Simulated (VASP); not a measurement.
# CrGe3 (Pm-3m) in VASP: single point with PBE

Aim: the single point of CrGe3 with PBE.

Program: VASP 6.6.1. These are calculated values, not measurements. Logs are shortened: lines on timing, memory, paths and dates and some standing lists are left out, and cuts for length are marked.

### Step 1. The cell of the first run

It takes space group Pm-3m (No. 221, cubic). Conventional cell: a = 4.126 Å, b = 4.126 Å, c = 4.126 Å, α = 90.00°, β = 90.00°, γ = 90.00°. Within 3.8 Å of Cr (site symmetry m-3m) lie 12 Ge at 2.92 Å. Ge (site symmetry 4/mmm) has 4 Cr at 2.92 Å and 8 Ge at 2.92 Å within 3.8 Å.

### Step 2. Single point, PBE, collinear spin, ferromagnetic start

The input, INCAR:

```
  PREC = Accurate
  ENCUT = 520
  EDIFF = 1E-6
  ISMEAR = 0
  SIGMA = 0.1
  LREAL = F
  LASPH = T
  NELM = 150
  ALGO = Normal
  ISIF = 2
  LWAVE = F
  LCHARG = F
  ISPIN = 2
  MAGMOM = 3 0 0 0
  LORBIT = 11
  LMAXMIX = 4
  GGA = PE
  NBANDS = 39
```

The input, KPOINTS:

```
Automatic mesh
0
Gamma
  4 4 4
```

The input, POSCAR:

```
CrGe3
1.0
    4.1258080200      0.0000000000      0.0000000000
    0.0000000000      4.1258080200      0.0000000000
    0.0000000000      0.0000000000      4.1258080200
Cr Ge
1 3
Direct
    0.0000000000      0.0000000000      0.0000000000
    0.5000000000      0.5000000000      0.0000000000
    0.5000000000      0.0000000000      0.5000000000
    0.0000000000      0.5000000000      0.5000000000
```

Potentials or basis: VASP PAW PBE potentials, release 64 (Cr_pv, Ge_d).

Run with:

```sh
cat potpaw_PBE.64/Cr_pv/POTCAR potpaw_PBE.64/Ge_d/POTCAR > POTCAR
mpirun -np 1 vasp_std > vasp.out
```

OUTCAR:

```text
PREC = Accurate
   ENCUT = 520
   EDIFF = 1E-6
   ISMEAR = 0
   LREAL = F
   LASPH = T
   NELM = 150
   ISIF = 2
   ISPIN = 2
   LORBIT = 11
   GGA = PE

 ion  position               nearest neighbor table
   1  0.000  0.000  0.000-   2 2.92   3 2.92   4 2.92   3 2.92   4 2.92   2 2.92   4 2.92   4 2.92
                             2 2.92   3 2.92   3 2.92   2 2.92
   2  0.500  0.500  0.000-   1 2.92   3 2.92   4 2.92   3 2.92   4 2.92   1 2.92   3 2.92   3 2.92
                             1 2.92   4 2.92   4 2.92   1 2.92
   3  0.500  0.000  0.500-   1 2.92   2 2.92   4 2.92   1 2.92   2 2.92   2 2.92   4 2.92   2 2.92
                             1 2.92   4 2.92   1 2.92   4 2.92
   4  0.000  0.500  0.500-   1 2.92   2 2.92   3 2.92   1 2.92   2 2.92   1 2.92   3 2.92   1 2.92
                             2 2.92   3 2.92   2 2.92   3 2.92

  LATTYP: Found a simple cubic cell.
 ALAT       =     4.1258080200

  Lattice vectors:

 A1 = (   4.1258080200,   0.0000000000,   0.0000000000)
 A2 = (   0.0000000000,   4.1258080200,   0.0000000000)
 A3 = (   0.0000000000,   0.0000000000,   4.1258080200)

Analysis of symmetry for initial positions (statically):
=====================================================================
 Subroutine PRICEL returns:
 Original cell was already a primitive cell.

 Routine SETGRP: Setting up the symmetry group for a
 simple cubic supercell.

 Subroutine GETGRP returns: Found 48 space group operations
 (whereof 48 operations were pure point group operations)
 out of a pool of 48 trial point group operations.

The static configuration has the point symmetry O_h .

Analysis of symmetry for dynamics (positions and initial velocities):
=====================================================================
 Subroutine PRICEL returns:
 Original cell was already a primitive cell.

 Routine SETGRP: Setting up the symmetry group for a
 simple cubic supercell.

 Subroutine GETGRP returns: Found 48 space group operations
 (whereof 48 operations were pure point group operations)
 out of a pool of 48 trial point group operations.

The dynamic configuration has the point symmetry O_h .

Analysis of structural, dynamic, and magnetic symmetry:
=====================================================================
 Subroutine PRICEL returns:
 Original cell was already a primitive cell.

 Routine SETGRP: Setting up the symmetry group for a
 simple cubic supercell.

 Subroutine GETGRP returns: Found 48 space group operations
[... 119 lines left out ...]
   AEXX    =    0.0000 exact exchange contribution
   IVDW    =     0    specifies the selected vdW correction
   LEPSILON=     F    determine dielectric tensor
   LRPA    =     F    only Hartree local field effects (RPA)
 spin polarized calculation
 Gauss-broadening in eV      SIGMA  =   0.10
  energy-cutoff  :      520.00
  volume of cell :       70.23
 maximum number of plane-waves:      1924
 NGX is ok and might be reduce to    32
   NGX = 15   NGY = 15   NGZ = 15

 number of electron      54.0000016 magnetization       3.4977225

 Free energy of the ion-electron system (eV)
  ---------------------------------------------------
  ext. energy  EPLUGINS =         0.00000000
  ---------------------------------------------------
  free energy    TOTEN  =       -21.71032255 eV

  energy without entropy =      -21.70703806  energy(sigma->0) =      -21.70868031

 E-fermi :   7.3907     XC(G=0): -11.5370

 val. band max:        7.3440780324   @ k =   0.5000   0.5000   0.0000
 cond. band min:       7.4255987546   @ k =   0.5000   0.5000   0.0000
 fundamental gap:      0.0815207222
 Fermi energy:         7.3907391487

 spin component 1

 k-point     1 :       0.0000    0.0000    0.0000
  band No.  band energies     occupation
      1     -36.5631      1.00000
      2     -36.5631      1.00000
      3     -36.5631      1.00000
      4     -17.4002      1.00000
      5     -17.3936      1.00000
      6     -17.3936      1.00000
[... 409 lines left out ...]
     38      20.5378      0.00000
     39      20.6465      0.00000
 Fermi energy:         7.3907391487

 spin component 2

 k-point     1 :       0.0000    0.0000    0.0000
  band No.  band energies     occupation
      1     -33.1719      1.00000
      2     -33.1719      1.00000
      3     -33.1719      1.00000
      4     -17.3992      1.00000
      5     -17.3992      1.00000
      6     -17.3992      1.00000
[... 409 lines left out ...]
     38      20.4935      0.00000
     39      20.5320      0.00000

------------------------ aborting loop because EDIFF is reached ----------------------------------------

  FORCE on cell =-STRESS in cart. coord.  units (eV):
  Direction    XX          YY          ZZ          XY          YZ          ZX
  --------------------------------------------------------------------------------------
  -------------------------------------------------------------------------------------
  Total       -0.5576367     -0.5576367     -0.5576367      0.0000000     -0.0000000      0.0000000
  in kB      -12.7213997    -12.7213997    -12.7213997      0.0000000     -0.0000000      0.0000000
  external PRESSURE =     -12.7213997 kB  Pullay stress =       0.0000000 kB

 VOLUME and BASIS-vectors are now :
 -----------------------------------------------------------------------------
  energy-cutoff  :      520.00
  volume of cell :       70.23
      direct lattice vectors                 reciprocal lattice vectors
     4.125808020  0.000000000  0.000000000     0.242376765  0.000000000  0.000000000
     0.000000000  4.125808020  0.000000000     0.000000000  0.242376765  0.000000000
     0.000000000  0.000000000  4.125808020     0.000000000  0.000000000  0.242376765

 POSITION                                       TOTAL-FORCE (eV/Angst)
 -----------------------------------------------------------------------------------
      0.00000      0.00000      0.00000         0.000000      0.000000      0.000000
      2.06290      2.06290      0.00000         0.000000      0.000000      0.000000
      2.06290      0.00000      2.06290         0.000000      0.000000      0.000000
      0.00000      2.06290      2.06290         0.000000      0.000000      0.000000
 -----------------------------------------------------------------------------------
    total drift:                                0.000000     -0.000000     -0.000000

  FREE ENERGIE OF THE ION-ELECTRON SYSTEM (eV)
  ---------------------------------------------------
  free  energy   TOTEN  =       -21.7103225495 eV

  energy  without entropy=      -21.7070380624  energy(sigma->0) =      -21.70868031

 total charge

# of ion       s       p       d       tot
------------------------------------------
    1        0.236   6.134   4.178  10.548
    2        1.230   0.978  10.032  12.239
    3        1.230   0.978  10.032  12.239
    4        1.230   0.978  10.032  12.239
--------------------------------------------------
tot          3.924   9.067  34.272  47.264

 magnetization (x)

# of ion       s       p       d       tot
------------------------------------------
    1        0.061   0.029   3.325   3.416
    2        0.014  -0.058   0.004  -0.039
    3        0.014  -0.058   0.004  -0.039
    4        0.014  -0.058   0.004  -0.039
--------------------------------------------------
tot          0.104  -0.145   3.339   3.297
```

OSZICAR:

```text
N       E                     dE             d eps       ncg     rms          rms(c)
DAV:   1     0.511030647874E+03    0.51103E+03   -0.25615E+04  2093   0.366E+03
DAV:   2     0.600746050168E+02   -0.45096E+03   -0.43252E+03  1560   0.785E+02
DAV:   3    -0.191066497116E+02   -0.79181E+02   -0.77678E+02  1707   0.192E+02
DAV:   4    -0.229829002930E+02   -0.38763E+01   -0.38580E+01  1815   0.475E+01
DAV:   5    -0.230779951054E+02   -0.95095E-01   -0.94997E-01  1916   0.832E+00    0.149E+01
DAV:   6    -0.358155543746E+02   -0.12738E+02   -0.11780E+02  1700   0.313E+01    0.445E+01
DAV:   7    -0.208616552812E+02    0.14954E+02   -0.67336E+01  1658   0.367E+01    0.910E+00
DAV:   8    -0.213645689716E+02   -0.50291E+00   -0.14682E+00  1694   0.499E+00    0.591E+00
DAV:   9    -0.217076072359E+02   -0.34304E+00   -0.64521E-01  1881   0.217E+00    0.141E+00
DAV:  10    -0.216830387704E+02    0.24568E-01   -0.80949E-02  1853   0.113E+00    0.201E+00
DAV:  11    -0.217049839700E+02   -0.21945E-01   -0.14854E-02  1701   0.599E-01    0.915E-01
DAV:  12    -0.217102110881E+02   -0.52271E-02   -0.10481E-02  1794   0.378E-01    0.980E-02
DAV:  13    -0.217102971144E+02   -0.86026E-04   -0.66367E-04  1785   0.154E-01    0.670E-02
DAV:  14    -0.217103156722E+02   -0.18558E-04   -0.42231E-05  1934   0.459E-02    0.322E-02
DAV:  15    -0.217103175714E+02   -0.18992E-05   -0.20618E-05  1579   0.253E-02    0.296E-02
DAV:  16    -0.217103223662E+02   -0.47948E-05   -0.36536E-06  1193   0.102E-02    0.105E-02
DAV:  17    -0.217103225495E+02   -0.18327E-06   -0.17522E-06  1147   0.629E-03
   1 F= -.21710323E+02 E0= -.21708680E+02  d E =-.328449E-02  mag=     3.4976
```

stdout:

```text
POSCAR found type information on POSCAR CrGe
 POSCAR found :  2 types and       4 ions
 scaLAPACK will be used
 LDA part: xc-table for (Slater+PW92), standard interpolation
 POSCAR, INCAR and KPOINTS ok, starting setup
 FFT: planning ... GRIDC
 FFT: planning ... GRID_SOFT
 FFT: planning ... GRID
 WAVECAR not read
 entering main loop
```

Run time: 51 s. Hardware: 1 thread of Intel Xeon Platinum 8259CL at 2.50GHz (Skylake/Cascade Lake), shared host; peak memory 0.22 GiB.

Results:

```yaml
Free_energy: -21.7103 eV
Pressure: -1.3 GPa
Net_moment: 3.50 μB per cell
Site_moments: Cr +3.42; Ge -0.04 μB
Valence_electrons_inside_the_program's_atomic_spheres: Cr 10.55; Ge 12.24
```

Levels at points of the mesh, in eV from the Fermi level:
Spin up:
| k point | band 27 | band 28 | band 29 | band 30 | band 31 | band 32 |
| --- | --- | --- | --- | --- | --- | --- |
| (0.00, 0.00, 0.00) | -1.30 | -0.59 | -0.59 | 0.65 | 2.98 | 2.98 |
| (0.50, 0.00, 0.00) | -0.55 | -0.55 | 0.36 | 0.44 | 0.44 | 0.66 |
| (0.50, 0.50, 0.00) | -1.04 | 0.03 | 0.13 | 0.80 | 0.80 | 2.46 |
| (0.50, 0.50, 0.50) | -1.00 | -0.59 | -0.40 | -0.40 | -0.40 | 6.32 |
Spin down:
| k point | band 23 | band 24 | band 25 | band 26 | band 27 | band 28 |
| --- | --- | --- | --- | --- | --- | --- |
| (0.00, 0.00, 0.00) | -3.65 | -3.65 | 1.37 | 1.43 | 1.43 | 1.43 |
| (0.50, 0.00, 0.00) | -2.73 | -1.54 | -0.42 | -0.42 | 0.38 | 0.72 |
| (0.50, 0.50, 0.00) | -1.09 | -1.09 | -0.66 | -0.05 | 0.89 | 0.89 |
| (0.50, 0.50, 0.50) | -4.56 | -4.56 | -4.56 | 0.59 | 2.16 | 2.16 |

Caveat: the k points lie up to 0.38 Å⁻¹ apart.
